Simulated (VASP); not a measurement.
# Zn18O17 (a cell with a defect) in VASP: notebook

Zn18O17 (a cell with a defect) is run at these levels: PBEsol; tasks: single point.

Everything below comes from runs of VASP 6.6.1. Logs are shortened: lines on timing, memory, paths and dates and some standing lists are left out, and cuts for length are marked.

## 1. The cell of the first run

The cell holds a defect, 35 atoms: a = 7.648 Å, b = 7.648 Å, c = 7.648 Å, α = 78.63°, β = 78.63°, γ = 78.63°.

## 2. Single point, PBEsol

INCAR

```
ALGO = Normal
EDIFF = 1E-7
ENCUT = 520
GGA = PS
ISIF = 2
ISMEAR = 0
LASPH = T
LCHARG = F
LREAL = Auto
LWAVE = F
NBANDS = 182
NELM = 100
PREC = Accurate
SIGMA = 0.01
```

KPOINTS

```
Automatic mesh
0
Gamma
  2 2 2
  0.5 0.5 0.5
```

POSCAR

```
Zn18O17
1.0
    0.0000000000      5.5953444182     -5.2140755750
    4.8457104091     -2.7976722091     -5.2140755750
   -4.8457104091     -2.7976722091     -5.2140755750
Zn O
18 17
Direct
    0.9297259246      0.2627349952      0.2621881024
    0.2791048585      0.9464379824      0.2761234455
    0.9436882717      0.6121987425      0.9459385445
    0.6133696244      0.6121318802      0.2761606484
    0.2791624203      0.2767230925      0.9458765116
    0.9436568990      0.9463360205      0.6115865352
    0.6112746755      0.9442723051      0.9437021700
    0.2777010758      0.6107420162      0.6102805554
    0.6133589140      0.2766208831      0.6115776913
    0.2200985548      0.2219710342      0.5527083417
    0.5563398182      0.8893829154      0.5534915088
    0.2202249179      0.5531441093      0.2215606833
    0.8889921662      0.5531502760      0.5526309932
    0.5821649026      0.2166520554      0.2163115773
    0.2209949981      0.8894160030      0.8889825388
    0.8836671159      0.9151910480      0.2163146269
    0.5564236610      0.5540008654      0.8888830208
    0.8837804379      0.2168424844      0.9144735994
    0.1472782486      0.8200841001      0.1523120586
    0.8197758624      0.4803547706      0.8196289320
    0.4871649653      0.4802306766      0.1522431544
    0.1473187579      0.1527426070      0.8196671491
    0.8196902316      0.8200834526      0.4798296696
    0.4850570014      0.8180701584      0.8175771093
    0.1517706210      0.4847479980      0.4843305019
    0.4870498295      0.1527269600      0.4798056770
    0.0909542489      0.0985337075      0.4234567316
    0.4294706606      0.7625158648      0.4279143746
    0.0909940544      0.4239897432      0.0980465665
    0.7655182822      0.4239529275      0.4234381600
    0.4356349315      0.0987016546      0.0981612590
    0.0954528827      0.7625623083      0.7620455074
    0.7656353117      0.7686381746      0.0982066301
    0.4295555806      0.4284460989      0.7619829985
    0.7656860079      0.0986881062      0.7680707626
```

Potentials or basis: VASP PAW PBE potentials, release 64 (Zn, O).

On the command line:

```
$ cat potpaw_PBE.64/Zn/POTCAR potpaw_PBE.64/O/POTCAR > POTCAR
$ mpirun -np 1 vasp_std > vasp.out
```

OUTCAR:

```text
EDIFF = 1E-7
   ENCUT = 520
   GGA = PS
   ISIF = 2
   ISMEAR = 0
   LASPH = T
   LREAL = Auto
   NELM = 100
   PREC = Accurate

 ion  position               nearest neighbor table
   1  0.930  0.263  0.262-  30 2.00  29 2.00  27 2.00  16 2.85  14 2.85  18 2.85
   2  0.279  0.946  0.276-  28 1.97  27 1.98  31 1.98  19 1.99
   3  0.944  0.612  0.946-  32 1.97  29 1.98  33 1.98  20 1.99
   4  0.613  0.612  0.276-  28 1.97  30 1.98  33 1.98  21 1.99
   5  0.279  0.277  0.946-  34 1.97  29 1.98  31 1.98  22 1.99
   6  0.944  0.946  0.612-  32 1.97  27 1.98  35 1.98  23 1.99
   7  0.611  0.944  0.944-  35 1.97  33 1.97  31 1.97  24 1.97
   8  0.278  0.611  0.610-  25 1.97  32 1.97  34 1.97  28 1.97
   9  0.613  0.277  0.612-  34 1.97  30 1.98  35 1.98  26 1.99
  10  0.220  0.222  0.553-  25 1.97  27 1.99  22 2.00  26 2.00
  11  0.556  0.889  0.553-  26 1.98  23 1.98  28 1.98  24 1.98
  12  0.220  0.553  0.222-  25 1.97  29 1.99  19 2.00  21 2.00
  13  0.889  0.553  0.553-  25 1.97  30 1.99  23 2.00  20 2.00
  14  0.582  0.217  0.216-  26 2.00  21 2.00  31 2.00   1 2.85  16 2.92  18 2.92
  15  0.221  0.889  0.889-  22 1.98  19 1.98  32 1.98  24 1.98
  16  0.884  0.915  0.216-  23 2.00  19 2.00  33 2.00   1 2.85  14 2.92  18 2.92
  17  0.556  0.554  0.889-  20 1.98  21 1.98  34 1.98  24 1.98
  18  0.884  0.217  0.914-  20 2.00  22 2.00  35 2.00   1 2.85  14 2.92  16 2.92
  19  0.147  0.820  0.152-  15 1.98   2 1.99  12 2.00  16 2.00
  20  0.820  0.480  0.820-  17 1.98   3 1.99  13 2.00  18 2.00
  21  0.487  0.480  0.152-  17 1.98   4 1.99  12 2.00  14 2.00
  22  0.147  0.153  0.820-  15 1.98   5 1.99  10 2.00  18 2.00
  23  0.820  0.820  0.480-  11 1.98   6 1.99  13 2.00  16 2.00
  24  0.485  0.818  0.818-   7 1.97  17 1.98  15 1.98  11 1.98
[... 9 lines left out ...]
  34  0.430  0.428  0.762-   5 1.97   9 1.97   8 1.97  17 1.98
  35  0.766  0.099  0.768-   7 1.97   9 1.98   6 1.98  18 2.00

  LATTYP: Found a trigonal (rhomboedric) cell.
 ALAT       =     7.6481673138
 COS(alpha) =     0.1971578826

  Lattice vectors:

 A1 = (   0.0000000000,   5.5953444182,  -5.2140755750)
 A2 = (   4.8457104091,  -2.7976722091,  -5.2140755750)
 A3 = (  -4.8457104091,  -2.7976722091,  -5.2140755750)

Analysis of symmetry for initial positions (statically):
=====================================================================
 Subroutine PRICEL returns:
 Original cell was already a primitive cell.

 Routine SETGRP: Setting up the symmetry group for a
 trigonal (rhombohedral) supercell.

 Subroutine GETGRP returns: Found  1 space group operations
 (whereof  1 operations were pure point group operations)
 out of a pool of 12 trial point group operations.

The static configuration has the point symmetry C_1 .

Analysis of symmetry for dynamics (positions and initial velocities):
=====================================================================
 Subroutine PRICEL returns:
 Original cell was already a primitive cell.

 Routine SETGRP: Setting up the symmetry group for a
 trigonal (rhombohedral) supercell.

 Subroutine GETGRP returns: Found  1 space group operations
 (whereof  1 operations were pure point group operations)
 out of a pool of 12 trial point group operations.

The dynamic configuration has the point symmetry C_1 .

 Subroutine INISYM returns: Found  1 space group operations
 (whereof  1 operations are pure point group operations),
 and found     1 'primitive' translations

----------------------------------------------------------------------------------------

                                     Primitive cell

  volume of cell :     424.1142

  direct lattice vectors                    reciprocal lattice vectors
     0.000000000  5.595344418 -5.214075575     0.000000000  0.119146672 -0.063929517
     4.845710409 -2.797672209 -5.214075575     0.103184045 -0.059573336 -0.063929517
    -4.845710409 -2.797672209 -5.214075575    -0.103184045 -0.059573336 -0.063929517

  length of vectors
     7.648167314  7.648167314  7.648167314     0.135214321  0.135214321  0.135214321

  position of ions in fractional coordinates (direct lattice)
     0.929725925  0.262734995  0.262188102
     0.279104858  0.946437982  0.276123445
     0.943688272  0.612198742  0.945938545
     0.613369624  0.612131880  0.276160648
     0.279162420  0.276723092  0.945876512
     0.943656899  0.946336020  0.611586535
[... 27 lines left out ...]
     0.429555581  0.428446099  0.761982999
     0.765686008  0.098688106  0.768070763

  ion indices of the primitive-cell ions
   primitive index   ion index
                 1           1
                 2           2
                 3           3
                 4           4
                 5           5
                 6           6
[... 27 lines left out ...]
                34          34
                35          35

----------------------------------------------------------------------------------------

 KPOINTS: Automatic mesh

Automatic generation of k-mesh.
 Grid dimensions read from file:
 generate k-points for:    2    2    2

 Generating k-lattice:

  Cartesian coordinates                     Fractional coordinates (reciprocal lattice)
     0.000000000  0.059573336 -0.031964759     0.500000000  0.000000000  0.000000000
     0.051592022 -0.029786668 -0.031964759     0.000000000  0.500000000  0.000000000
    -0.051592022 -0.029786668 -0.031964759     0.000000000  0.000000000  0.500000000

  Length of vectors
     0.067607161  0.067607161  0.067607161

  Shift w.r.t. Gamma in fractional coordinates (k-lattice)
     0.500000000  0.500000000  0.500000000

 Subroutine IBZKPT returns following result:
 ===========================================

 Found      4 irreducible k-points:

 Following reciprocal coordinates:
            Coordinates               Weight
  0.250000  0.250000  0.250000      2.000000
 -0.250000  0.250000  0.250000      2.000000
  0.250000 -0.250000  0.250000      2.000000
  0.250000  0.250000 -0.250000      2.000000
   k-points           NKPTS =      4   k-points in BZ     NKDIM =      4   number of bands    NBANDS=    182
   number of dos      NEDOS =    301   number of ions     NIONS =     35
   total plane-waves  NPLWV = 216000
   dimension x,y,z NGX =    60 NGY =   60 NGZ =   60
   dimension x,y,z NGXF=   120 NGYF=  120 NGZF=  120
   ions per type =              18  17
   NGX,Y,Z   is equivalent  to a cutoff of  13.04, 13.04, 13.04 a.u.
   NGXF,Y,Z  is equivalent  to a cutoff of  26.08, 26.08, 26.08 a.u.
 SYSTEM =  unknown system
   PREC   = accura    normal or accurate (medium, high low for compatibility)
   ISTART =      0    job   : 0-new  1-cont  2-samecut
   ICHARG =      2    charge: 1-file 2-atom 10-const
   ISPIN  =      1    spin polarized calculation?
   LNONCOLLINEAR =      F non collinear calculations
   LSORBIT =      F    spin-orbit coupling
   LASPH  =      T    aspherical Exc in radial PAW
   ENCUT  =  520.0 eV  38.22 Ry    6.18 a.u.  14.22 14.22 14.22*2*pi/ulx,y,z
   NELM   =    100;   NELMIN=  2; NELMDL= -5     # of ELM steps
   EDIFF  = 0.1E-06   stopping-criterion for ELM
   LREAL  =      T    real-space projection
   EDIFFG = 0.1E-05   stopping-criterion for IOM
   NSW    =      0    number of steps for IOM
   IBRION =     -1    ionic relax: 0-MD 1-quasi-New 2-CG
   NFREE  =      0    steps in history (QN), initial steepest desc. (CG)
   ISIF   =      2    stress and relaxation
   ISYM   =      2    0-nonsym 1-usesym 2-fastsym
   POTIM  = 0.5000    time-step for ionic-motion
   TEBEG  =    0.0;   TEEND  =   0.0 temperature during run
   PSTRESS=    0.0 pullay stress
   NELECT =     318.0000    total number of electrons
   NUPDOWN=      -1.0000    fix difference up-down
   EMIN   =  10.00;   EMAX   =-10.00  energy-range for DOS
   EFERMI =   0.00;   METHOD = LEGACY
   ISMEAR =     0;   SIGMA  =   0.01  broadening in eV -4-tet -1-fermi 0-gaus
   EFERMI_NEDOS =   21; number of points for ismear=-14 and -15
   IALGO  =     38    algorithm
   IMIX   =      4    mixing-type and parameters
     AMIX     =   0.40;   BMIX     =  1.00
     AMIX_MAG =   1.60;   BMIX_MAG =  1.00
  volume/ion in A,a.u.               =      12.12        81.77
  Fermi-wavevector in a.u.,A,eV,Ry     =   1.487269  2.810531 30.095675  2.211970
  Thomas-Fermi vector in A             =   2.600451
   LORBIT       =      0    0 simple, 1 ext, 2 COOP (PROOUT), +10 PAW based schemes
   GGA     = PS    functional components
   LHFCALC =     F    Hartree Fock is set to
   AEXX    =    0.0000 exact exchange contribution
   IVDW    =     0    specifies the selected vdW correction
   LEPSILON=     F    determine dielectric tensor
   LRPA    =     F    only Hartree local field effects (RPA)
 non-spin polarized calculation
 Gauss-broadening in eV      SIGMA  =   0.01
  energy-cutoff  :      520.00
  volume of cell :      424.11
 maximum number of plane-waves:     11393
 NGX is ok and might be reduce to    60
   NGX = 29   NGY = 29   NGZ = 29

 number of electron     317.9999974 magnetization

 Free energy of the ion-electron system (eV)
  ---------------------------------------------------
  ext. energy  EPLUGINS =         0.00000000
  ---------------------------------------------------
  free energy    TOTEN  =      -165.76155481 eV

  energy without entropy =     -165.76155481  energy(sigma->0) =     -165.76155481

 E-fermi :   1.2081     XC(G=0): -11.1639

 val. band max:        1.0961217714   @ k =   0.2500  -0.2500   0.2500
 cond. band min:       3.1344600859   @ k =   0.2500   0.2500   0.2500
 fundamental gap:      2.0383383145
 Fermi energy:         1.2080859131

 k-point     1 :       0.2500    0.2500    0.2500
  band No.  band energies     occupation
      1     -16.8698      2.00000
      2     -16.4889      2.00000
      3     -16.4871      2.00000
      4     -16.4870      2.00000
      5     -16.3743      2.00000
      6     -16.3341      2.00000
[... 163 lines left out ...]
    170       7.0641      0.00000
    171       7.0655      0.00000

 k-point     2 :      -0.2500    0.2500    0.2500
  band No.  band energies     occupation
      1     -16.8141      2.00000
      2     -16.5963      2.00000
      3     -16.5140      2.00000
      4     -16.5107      2.00000
      5     -16.4105      2.00000
      6     -16.2876      2.00000
[... 163 lines left out ...]
    170       7.0402      0.00000
    171       7.1102      0.00000

 k-point     3 :       0.2500   -0.2500    0.2500
  band No.  band energies     occupation
      1     -16.8141      2.00000
      2     -16.5963      2.00000
      3     -16.5139      2.00000
      4     -16.5107      2.00000
      5     -16.4105      2.00000
      6     -16.2877      2.00000
[... 163 lines left out ...]
    170       7.0404      0.00000
    171       7.1100      0.00000

 k-point     4 :       0.2500    0.2500   -0.2500
  band No.  band energies     occupation
      1     -16.8141      2.00000
      2     -16.5962      2.00000
      3     -16.5140      2.00000
      4     -16.5106      2.00000
      5     -16.4107      2.00000
      6     -16.2876      2.00000
[... 163 lines left out ...]
    170       7.0414      0.00000
    171       7.1099      0.00000
 [bands above 171 left out]

------------------------ aborting loop because EDIFF is reached ----------------------------------------

  FORCE on cell =-STRESS in cart. coord.  units (eV):
  Direction    XX          YY          ZZ          XY          YZ          ZX
  --------------------------------------------------------------------------------------
  -------------------------------------------------------------------------------------
  Total       -5.6890010     -5.6977453     -5.6318310     -0.0024150      0.0042606      0.0000471
  in kB      -21.4913519    -21.5243854    -21.2753808     -0.0091230      0.0160951      0.0001781
  external PRESSURE =     -21.4303727 kB  Pullay stress =       0.0000000 kB

 VOLUME and BASIS-vectors are now :
 -----------------------------------------------------------------------------
  energy-cutoff  :      520.00
  volume of cell :      424.11
      direct lattice vectors                 reciprocal lattice vectors
     0.000000000  5.595344418 -5.214075575     0.000000000  0.119146672 -0.063929517
     4.845710409 -2.797672209 -5.214075575     0.103184045 -0.059573336 -0.063929517
    -4.845710409 -2.797672209 -5.214075575    -0.103184045 -0.059573336 -0.063929517

 POSITION                                       TOTAL-FORCE (eV/Angst)
 -----------------------------------------------------------------------------------
      0.00265      3.73357     -7.58465         0.000200      0.000601      0.066764
      3.24815     -1.85864     -7.82980         0.002028      0.003589      0.002623
     -1.61721      0.92110    -13.04471        -0.001148     -0.003956      0.005143
      1.62802      0.94686     -7.82978         0.003063      0.001467      0.004340
     -3.24252     -1.85842     -7.83030        -0.004840      0.001733      0.003366
      1.62210      0.92153    -13.04342         0.000757     -0.004215      0.001065
[... 27 lines left out ...]
     -1.61622     -0.92692     -8.44672         0.003881     -0.001649     -0.000928
     -3.24363      1.85937     -8.51169         0.003389      0.002770      0.008060
 -----------------------------------------------------------------------------------
    total drift:                               -0.008832     -0.006547     -0.020600

  FREE ENERGIE OF THE ION-ELECTRON SYSTEM (eV)
  ---------------------------------------------------
  free  energy   TOTEN  =      -165.7615548094 eV

  energy  without entropy=     -165.7615548094  energy(sigma->0) =     -165.76155481
```

Wall time 22 min (1 thread of Intel Xeon 6975P-C, shared host); peak memory 0.6 GiB.

What came out:

* Free energy: -165.7616 eV
* Pressure: -2.1 GPa
* Largest force: 0.068 eV/Å
* Band gap on the k mesh: 2.04 eV

Forces in eV/Å, atoms in the order of the input:
```
Zn   0.000  0.001  0.067
Zn   0.002  0.004  0.003
Zn  -0.001 -0.004  0.005
Zn   0.003  0.001  0.004
Zn  -0.005  0.002  0.003
Zn   0.001 -0.004  0.001
Zn  -0.001 -0.001  0.007
Zn   0.002  0.001  0.003
Zn  -0.001  0.002  0.002
Zn  -0.006  0.006  0.000
Zn  -0.001 -0.001 -0.002
Zn   0.007  0.005  0.002
Zn  -0.001 -0.009  0.001
Zn   0.005  0.061 -0.022
Zn   0.000  0.001 -0.002
Zn   0.054 -0.026 -0.020
Zn  -0.001 -0.001 -0.003
Zn  -0.056 -0.031 -0.021
O   -0.010  0.000 -0.002
O    0.009  0.008 -0.003
O   -0.003 -0.013 -0.002
O    0.012  0.003 -0.003
O   -0.008  0.007 -0.004
O    0.000  0.000  0.004
O    0.001  0.000 -0.009
O    0.001 -0.011 -0.003
O   -0.004  0.001 -0.009
O   -0.005 -0.002 -0.001
O    0.005  0.002 -0.008
O   -0.001 -0.005 -0.011
O   -0.001 -0.003  0.010
O   -0.001  0.004 -0.002
O   -0.002  0.002  0.007
O    0.004 -0.002 -0.001
O    0.003  0.003  0.008
```

Caveat: the PAW data sets were made with another functional, which shifts forces and pressure a little.

(Continued in part 2 of 2.)
